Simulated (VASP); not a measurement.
# NaBeF3 (Pm-3m) in VASP: notebook

The runs below take NaBeF3 through relaxation of cell and atoms, with PBE.

Everything below comes from runs of VASP 6.6.1. Logs are shortened: lines on timing, memory, paths and dates and some standing lists are left out, and cuts for length are marked.

## 1. The cell of the first run

The structure is cubic, space group Pm-3m (No. 221). Conventional cell: a = 3.947 Å, b = 3.947 Å, c = 3.947 Å, α = 90.00°, β = 90.00°, γ = 90.00°. Na (site symmetry m-3m) has 12 F at 2.79 Å and 8 Be at 3.42 Å within 3.7 Å. Within 2.6 Å of Be (site symmetry m-3m) lie 6 F at 1.97 Å. F (site symmetry 4/mmm) has 2 Be at 1.97 Å within 2.6 Å.

## 2. Relaxation of cell and atoms, PBE

The input, INCAR:

```
SYSTEM = NaBeF3
ALGO     = Normal         ! electronic algorithm
EDIFF    = 1E-6           ! SCF threshold, eV
EDIFFG   = -0.04          ! ionic threshold
ENCUT    = 600            ! plane-wave cutoff, eV
GGA      = PE             ! functional
IBRION   = 2              ! ionic algorithm
ISIF     = 3              ! what is computed and relaxed
ISMEAR   = 0              ! smearing method
LASPH    = .True.         ! aspherical terms in the spheres
LCHARG   = .False.        ! write CHGCAR
LREAL    = .False.        ! projectors in reciprocal space
LWAVE    = .False.        ! write WAVECAR
NELM     = 80             ! most SCF steps
NSW      = 90             ! ionic steps
PREC     = Accurate       ! precision mode
SIGMA    = 0.1            ! smearing width, eV
```

The input, KPOINTS:

```
k-points
0
Gamma
  4 4 4
  0 0 0
```

The input, POSCAR:

```
NaBeF3
1.0
    3.9471500000      0.0000000000      0.0000000000
    0.0000000000      3.9471500000      0.0000000000
    0.0000000000      0.0000000000      3.9471500000
Na Be F
1 1 3
Direct
    0.0000000000      0.0000000000      0.0000000000
    0.5000000000      0.5000000000      0.5000000000
    0.0000000000      0.5000000000      0.5000000000
    0.5000000000      0.0000000000      0.5000000000
    0.5000000000      0.5000000000      0.0000000000
```

Potentials or basis: VASP PAW PBE potentials, release 64 (Na_pv, Be, F).

Run with:

```bash
> cat potpaw_PBE.64/Na_pv/POTCAR potpaw_PBE.64/Be/POTCAR potpaw_PBE.64/F/POTCAR > POTCAR
> mpirun -np 1 vasp_std > vasp.out
```

OUTCAR:

```text
SYSTEM = NaBeF3
   EDIFF = 1E-6
   EDIFFG = -0.04
   ENCUT = 600
   GGA = PE
   IBRION = 2
   ISIF = 3
   ISMEAR = 0
   LASPH = .True.
   LREAL = .False.
   NELM = 80
   NSW = 90
   PREC = Accurate

 ion  position               nearest neighbor table
   1  0.000  0.000  0.000-
   2  0.500  0.500  0.500-   3 1.97   4 1.97   5 1.97   5 1.97   4 1.97   3 1.97
   3  0.000  0.500  0.500-   2 1.97   2 1.97
   4  0.500  0.000  0.500-   2 1.97   2 1.97
   5  0.500  0.500  0.000-   2 1.97   2 1.97

  LATTYP: Found a simple cubic cell.
 ALAT       =     3.9471500000

  Lattice vectors:

 A1 = (   3.9471500000,   0.0000000000,   0.0000000000)
 A2 = (   0.0000000000,   3.9471500000,   0.0000000000)
 A3 = (   0.0000000000,   0.0000000000,   3.9471500000)

Analysis of symmetry for initial positions (statically):
=====================================================================
 Subroutine PRICEL returns:
 Original cell was already a primitive cell.

 Routine SETGRP: Setting up the symmetry group for a
 simple cubic supercell.

 Subroutine GETGRP returns: Found 48 space group operations
 (whereof 48 operations were pure point group operations)
 out of a pool of 48 trial point group operations.

The static configuration has the point symmetry O_h .

Analysis of symmetry for dynamics (positions and initial velocities):
=====================================================================
 Subroutine PRICEL returns:
 Original cell was already a primitive cell.

 Routine SETGRP: Setting up the symmetry group for a
 simple cubic supercell.

 Subroutine GETGRP returns: Found 48 space group operations
 (whereof 48 operations were pure point group operations)
 out of a pool of 48 trial point group operations.

The dynamic configuration has the point symmetry O_h .

 Subroutine INISYM returns: Found 48 space group operations
 (whereof 48 operations are pure point group operations),
 and found     1 'primitive' translations

----------------------------------------------------------------------------------------

                                     Primitive cell

  volume of cell :      61.4966

  direct lattice vectors                    reciprocal lattice vectors
     3.947150000  0.000000000  0.000000000     0.253347352  0.000000000  0.000000000
     0.000000000  3.947150000  0.000000000     0.000000000  0.253347352  0.000000000
     0.000000000  0.000000000  3.947150000     0.000000000  0.000000000  0.253347352

  length of vectors
     3.947150000  3.947150000  3.947150000     0.253347352  0.253347352  0.253347352

  position of ions in fractional coordinates (direct lattice)
     0.000000000  0.000000000  0.000000000
     0.500000000  0.500000000  0.500000000
     0.000000000  0.500000000  0.500000000
     0.500000000  0.000000000  0.500000000
     0.500000000  0.500000000  0.000000000

  ion indices of the primitive-cell ions
   primitive index   ion index
                 1           1
                 2           2
                 3           3
                 4           4
                 5           5

----------------------------------------------------------------------------------------

 KPOINTS: k-points

Automatic generation of k-mesh.
 Grid dimensions read from file:
 generate k-points for:    4    4    4

 Generating k-lattice:

  Cartesian coordinates                     Fractional coordinates (reciprocal lattice)
     0.063336838  0.000000000  0.000000000     0.250000000  0.000000000  0.000000000
     0.000000000  0.063336838  0.000000000     0.000000000  0.250000000  0.000000000
     0.000000000  0.000000000  0.063336838     0.000000000  0.000000000  0.250000000

  Length of vectors
     0.063336838  0.063336838  0.063336838

  Shift w.r.t. Gamma in fractional coordinates (k-lattice)
     0.000000000  0.000000000  0.000000000

 Subroutine IBZKPT returns following result:
 ===========================================

 Found     10 irreducible k-points:

 Following reciprocal coordinates:
            Coordinates               Weight
  0.000000  0.000000  0.000000      1.000000
  0.250000  0.000000  0.000000      6.000000
  0.500000  0.000000  0.000000      3.000000
  0.250000  0.250000  0.000000     12.000000
  0.500000  0.250000  0.000000     12.000000
  0.500000  0.500000  0.000000      3.000000
  0.250000  0.250000  0.250000      8.000000
  0.500000  0.250000  0.250000     12.000000
  0.500000  0.500000  0.250000      6.000000
  0.500000  0.500000  0.500000      1.000000
   k-points           NKPTS =     10   k-points in BZ     NKDIM =     10   number of bands    NBANDS=     19
   number of dos      NEDOS =    301   number of ions     NIONS =      5
   total plane-waves  NPLWV =  32768
   dimension x,y,z NGX =    32 NGY =   32 NGZ =   32
   dimension x,y,z NGXF=    64 NGYF=   64 NGZF=   64
   ions per type =               1   1   3
   NGX,Y,Z   is equivalent  to a cutoff of  13.48, 13.48, 13.48 a.u.
   NGXF,Y,Z  is equivalent  to a cutoff of  26.96, 26.96, 26.96 a.u.
 SYSTEM =  NaBeF3
   PREC   = accura    normal or accurate (medium, high low for compatibility)
   ISTART =      0    job   : 0-new  1-cont  2-samecut
   ICHARG =      2    charge: 1-file 2-atom 10-const
   ISPIN  =      1    spin polarized calculation?
   LNONCOLLINEAR =      F non collinear calculations
   LSORBIT =      F    spin-orbit coupling
   LASPH  =      T    aspherical Exc in radial PAW
   ENCUT  =  600.0 eV  44.10 Ry    6.64 a.u.   7.88  7.88  7.88*2*pi/ulx,y,z
   NELM   =     80;   NELMIN=  2; NELMDL= -5     # of ELM steps
   EDIFF  = 0.1E-05   stopping-criterion for ELM
   LREAL  =      F    real-space projection
   EDIFFG = -.4E-01   stopping-criterion for IOM
   NSW    =     90    number of steps for IOM
   IBRION =      2    ionic relax: 0-MD 1-quasi-New 2-CG
   NFREE  =      1    steps in history (QN), initial steepest desc. (CG)
   ISIF   =      3    stress and relaxation
   ISYM   =      2    0-nonsym 1-usesym 2-fastsym
   POTIM  = 0.5000    time-step for ionic-motion
   TEBEG  =    0.0;   TEEND  =   0.0 temperature during run
   PSTRESS=    0.0 pullay stress
   NELECT =      30.0000    total number of electrons
   NUPDOWN=      -1.0000    fix difference up-down
   EMIN   =  10.00;   EMAX   =-10.00  energy-range for DOS
   EFERMI =   0.00;   METHOD = LEGACY
   ISMEAR =     0;   SIGMA  =   0.10  broadening in eV -4-tet -1-fermi 0-gaus
   EFERMI_NEDOS =   21; number of points for ismear=-14 and -15
   IALGO  =     38    algorithm
   IMIX   =      4    mixing-type and parameters
     AMIX     =   0.40;   BMIX     =  1.00
     AMIX_MAG =   1.60;   BMIX_MAG =  1.00
  volume/ion in A,a.u.               =      12.30        83.00
  Fermi-wavevector in a.u.,A,eV,Ry     =   1.288739  2.435363 22.597210  1.660848
  Thomas-Fermi vector in A             =   2.420674
   LORBIT       =      0    0 simple, 1 ext, 2 COOP (PROOUT), +10 PAW based schemes
   GGA     = PE    functional components
   LHFCALC =     F    Hartree Fock is set to
   AEXX    =    0.0000 exact exchange contribution
   IVDW    =     0    specifies the selected vdW correction
   LEPSILON=     F    determine dielectric tensor
   LRPA    =     F    only Hartree local field effects (RPA)
 conjugate gradient relaxation of ions
 non-spin polarized calculation
 Gauss-broadening in eV      SIGMA  =   0.10
  energy-cutoff  :      600.00
  volume of cell :       61.50
 maximum number of plane-waves:      2103
 NGX is ok and might be reduce to    32
   NGX = 15   NGY = 15   NGZ = 15

--------------------------------------- Ionic step        1  -------------------------------------------

 number of electron      29.9999984 magnetization

 Free energy of the ion-electron system (eV)
  ---------------------------------------------------
  ext. energy  EPLUGINS =         0.00000000
  ---------------------------------------------------
  free energy    TOTEN  =       -23.86257264 eV

  energy without entropy =      -23.86257264  energy(sigma->0) =      -23.86257264

------------------------ aborting loop because EDIFF is reached ----------------------------------------

  FORCE on cell =-STRESS in cart. coord.  units (eV):
  Direction    XX          YY          ZZ          XY          YZ          ZX
  --------------------------------------------------------------------------------------
  -------------------------------------------------------------------------------------
  Total       -6.4082263     -6.4082263     -6.4082263      0.0000000      0.0000000      0.0000000
  in kB     -166.9542689   -166.9542689   -166.9542689      0.0000000      0.0000000      0.0000000
  external PRESSURE =    -166.9542689 kB  Pullay stress =       0.0000000 kB
[... 24 lines left out ...]
  energy  without entropy=      -23.8625726398  energy(sigma->0) =      -23.86257264

--------------------------------------- Ionic step        2  -------------------------------------------

 number of electron      30.0000016 magnetization

 E-fermi :  -0.3433     XC(G=0):  -9.7902

 val. band max:       -0.8215429038   @ k =   0.5000   0.5000   0.5000
 cond. band min:       5.8181514644   @ k =   0.0000   0.0000   0.0000
 fundamental gap:      6.6396943682
 Fermi energy:        -0.3432969617

 k-point     1 :       0.0000    0.0000    0.0000
  band No.  band energies     occupation
      1     -21.8695      2.00000
      2     -20.5722      2.00000
      3     -20.5722      2.00000
      4     -20.5272      2.00000
      5     -20.5272      2.00000
      6     -20.5272      2.00000
[... 11 lines left out ...]
     18      13.8553      0.00000
     19      14.0109      0.00000
[... 271 lines left out ...]
  energy  without entropy=      -24.9649885081  energy(sigma->0) =      -24.96498851

--------------------------------------- Ionic step        4  -------------------------------------------

 number of electron      29.9999983 magnetization

 Free energy of the ion-electron system (eV)
  ---------------------------------------------------
  ext. energy  EPLUGINS =         0.00000000
  ---------------------------------------------------
  free energy    TOTEN  =       -24.96933442 eV

  energy without entropy =      -24.96933442  energy(sigma->0) =      -24.96933442

 E-fermi :   0.5412     XC(G=0): -10.3737

 val. band max:        0.0198944828   @ k =   0.5000   0.5000   0.5000
 cond. band min:       7.5255759039   @ k =   0.0000   0.0000   0.0000
 fundamental gap:      7.5056814211
 Fermi energy:         0.5411503069

 k-point     1 :       0.0000    0.0000    0.0000
  band No.  band energies     occupation
      1     -21.5994      2.00000
      2     -19.9195      2.00000
      3     -19.9195      2.00000
      4     -19.5551      2.00000
      5     -19.5551      2.00000
      6     -19.5551      2.00000
[... 11 lines left out ...]
     18      15.1680      0.00000
     19      15.1680      0.00000
[... 228 lines left out ...]
  FREE ENERGIE OF THE ION-ELECTRON SYSTEM (eV)
  ---------------------------------------------------
  free  energy   TOTEN  =       -24.9693344232 eV

  energy  without entropy=      -24.9693344232  energy(sigma->0) =      -24.96933442

 reached required accuracy - stopping structural energy minimisation
```

It took 15 s on 1 thread of Intel Xeon 6975P-C (Granite Rapids), shared host; peak memory 0.17 GiB.

What came out:

* Free energy: -24.9693 eV
* Relaxed volume: 9.03 Å³/atom
* Relaxed cell: a = 3.561 Å, b = 3.561 Å, c = 3.561 Å, α = 90.00°, β = 90.00°, γ = 90.00°
* Space group after relaxing (to 0.05 Å): Pm-3m (No. 221)
* Energy gained by relaxing: 221.4 meV/atom
* Ionic steps: 4
* Pressure after relaxing: 0.3 GPa
* Band gap on the k mesh: 7.51 eV, indirect (least direct gap 8.16 eV)

Step by step:
```
step  energy change (eV)  largest force (eV/Å)  pressure (GPa)  volume (Å³)
   1              0.0000                0.0000          -16.70        61.50
   2             -0.9284                0.0000           -9.41        50.78
   3             -1.1024                0.0000           -1.78        46.09
   4             -1.1068                0.0000            0.31        45.16
```

Final structure:
```xyz
5
Lattice="3.5610 0.0000 0.0000 0.0000 3.5610 0.0000 0.0000 0.0000 3.5610" Properties=species:S:1:pos:R:3 pbc="T T T"
Na    0.0000    0.0000    0.0000
Be    1.7805    1.7805    1.7805
F     0.0000    1.7805    1.7805
F     1.7805    0.0000    1.7805
F     1.7805    1.7805    0.0000
```

Caveat: the volume moved by over 15 % at a fixed basis, so the end points are rough. A k mesh can miss the band edges.

## 3. Relaxation of cell and atoms, PBE

This run uses another cell than the first one, of 9.09 Å³/atom, 0.739 times its volume.

The input, INCAR:

```
ALGO = Normal ; EDIFF = 1E-6
EDIFFG = -0.04 ; ENCUT = 600
GGA = PE ; IBRION = 2
ISIF = 3 ; ISMEAR = 0
LASPH = T ; LCHARG = F
LREAL = F ; LWAVE = F
NELM = 80 ; NSW = 90
PREC = Accurate ; SIGMA = 0.1
```

The input, KPOINTS:

```
k-points
0
Gamma
  6 6 6
```

POSCAR, as its differences from that of step 2:

```diff
@@ -2,5 +2,5 @@
 1.0
-    3.9471500000      0.0000000000      0.0000000000
-    0.0000000000      3.9471500000      0.0000000000
-    0.0000000000      0.0000000000      3.9471500000
+    3.5689295792      0.0000000000      0.0000000000
+    0.0000000000      3.5689295792      0.0000000000
+    0.0000000000      0.0000000000      3.5689295792
 Na Be F
```

Potentials or basis: VASP PAW PBE potentials, release 64 (Na_pv, Be, F).

Run with:

```bash
> cat potpaw_PBE.64/Na_pv/POTCAR potpaw_PBE.64/Be/POTCAR potpaw_PBE.64/F/POTCAR > POTCAR
> mpirun -np 1 vasp_std > vasp.out
```

It took 7.9 s on 1 thread of Intel Xeon 6975P-C (Granite Rapids), shared host; peak memory 0.17 GiB.

Results (log left out):

```
Free energy             : -24.9127 eV
Pressure after relaxing : -0.4 GPa
Band gap on the k mesh  : 7.45 eV, indirect (least direct gap 8.11 eV)
```

Final structure:
```
CELL_PARAMETERS angstrom
3.56893 0.00000 0.00000
0.00000 3.56893 0.00000
0.00000 0.00000 3.56893
ATOMIC_POSITIONS crystal
Na 0.00000 0.00000 0.00000
Be 0.50000 0.50000 0.50000
F 0.00000 0.50000 0.50000
F 0.50000 0.00000 0.50000
F 0.50000 0.50000 0.00000
```

Levels at points of the mesh, in eV from the valence-band top:
| k point | band 12 | band 13 | band 14 | band 15 | band 16 | band 17 | band 18 | band 19 |
| --- | --- | --- | --- | --- | --- | --- | --- | --- |
| (0.00, 0.00, 0.00) | -0.96 | -0.65 | -0.65 | -0.65 | 7.45 | 12.03 | 15.12 | 15.12 |
| (0.50, 0.00, 0.00) | -1.51 | -1.29 | -0.78 | -0.78 | 11.04 | 11.09 | 14.73 | 14.96 |
| (0.50, 0.50, 0.00) | -1.51 | -1.51 | -1.20 | -0.02 | 12.20 | 12.20 | 13.02 | 14.43 |
| (0.50, 0.50, 0.50) | -1.18 | 0.00 | 0.00 | 0.00 | 11.65 | 11.65 | 11.65 | 12.26 |

Caveat: the relaxation stopped at its first step, so nothing moved. A k mesh can miss the band edges.

## 4. Relaxation of cell and atoms, PBE

This run uses another cell than the first one, of 9.09 Å³/atom, 0.739 times its volume.

The input, INCAR:

```
SYSTEM = NaBeF3
  ALGO = Normal
  EDIFF = 1E-6
  EDIFFG = -0.01
  ENCUT = 600
  GGA = PE
  IBRION = 2
  ISIF = 3
  ISMEAR = 0
  LASPH = .True.
  LCHARG = .False.
  LREAL = .False.
  LWAVE = .False.
  NELM = 60
  NSW = 100
  PREC = Accurate
  SIGMA = 0.02
```

The input, KPOINTS:

```
k-points
0
Gamma
  6 6 6
  0 0 0
```

POSCAR is that of step 3.

Run with:

```bash
> cat potpaw_PBE.64/Na_pv/POTCAR potpaw_PBE.64/Be/POTCAR potpaw_PBE.64/F/POTCAR > POTCAR
> mpirun -np 1 vasp_std > vasp.out
```

Run time: 12 s. Hardware: 1 thread of Intel Xeon 6975P-C (Granite Rapids), shared host; peak memory 0.17 GiB.

Results (log left out):

```
Free energy                            : -24.9129 eV
Relaxed volume                         : 9.06 Å³/atom
Relaxed cell                           : a = 3.565 Å, b = 3.565 Å, c = 3.565 Å, α = 90.00°, β = 90.00°, γ = 90.00°
Space group after relaxing (to 0.05 Å) : Pm-3m (No. 221)
Energy gained by relaxing              : 0.0 meV/atom
Ionic steps                            : 2
Pressure after relaxing                : 0.0 GPa
Band gap on the k mesh                 : 7.48 eV, indirect (least direct gap 8.13 eV)
```

The path:
```
step  energy change (eV)  largest force (eV/Å)  pressure (GPa)  volume (Å³)
   1              0.0000                0.0000           -0.41        45.46
   2             -0.0002                0.0000           -0.02        45.31
```

Final structure:
```
CELL_PARAMETERS angstrom
3.56495 0.00000 0.00000
0.00000 3.56495 0.00000
0.00000 0.00000 3.56495
ATOMIC_POSITIONS crystal
Na 0.00000 0.00000 0.00000
Be 0.50000 0.50000 0.50000
F 0.00000 0.50000 0.50000
F 0.50000 0.00000 0.50000
F 0.50000 0.50000 0.00000
```

Levels at points of the mesh, in eV from the valence-band top:
```csv
k point,band 13,band 14,band 15,band 16,band 17,band 18
"(0.00, 0.00, 0.00)",-0.65,-0.65,-0.65,7.48,12.07,15.13
"(0.50, 0.00, 0.00)",-1.30,-0.79,-0.79,11.07,11.12,14.76
"(0.50, 0.50, 0.00)",-1.52,-1.20,-0.02,12.23,12.23,13.05
"(0.50, 0.50, 0.50)",0.00,0.00,0.00,11.67,11.67,11.67
```

A k mesh can miss the band edges. PBE gaps usually lie below the measured ones, often by a third to a half.

## 5. Overview

```csv
cell,k mesh,smearing,gap on the mesh (eV),pressure (GPa),relaxed volume (Å³/atom)
"relaxed from a = 3.947 Å, 5 atoms",4 × 4 × 4,gaussian 0.1 eV,7.51,0.3,9.03
"relaxed from a = 3.569 Å, 5 atoms",6 × 6 × 6,gaussian 0.1 eV,7.45,-0.4,-
"relaxed from a = 3.569 Å, 5 atoms",6 × 6 × 6,gaussian 0.02 eV,7.48,0.0,9.06
```

Alike in all rows: task relaxation of cell and atoms; level PBE; potentials or basis VASP PAW PBE potentials, release 64 (Na_pv, Be, F); no spin polarisation; cutoff (eV) 600.

Caveats: the volume moved by over 15 % at a fixed basis, so the end points are rough (some runs); the relaxation stopped at its first step, so nothing moved (some runs).

Total energies depend on the potentials used, so only differences within one code and one set of settings carry meaning.
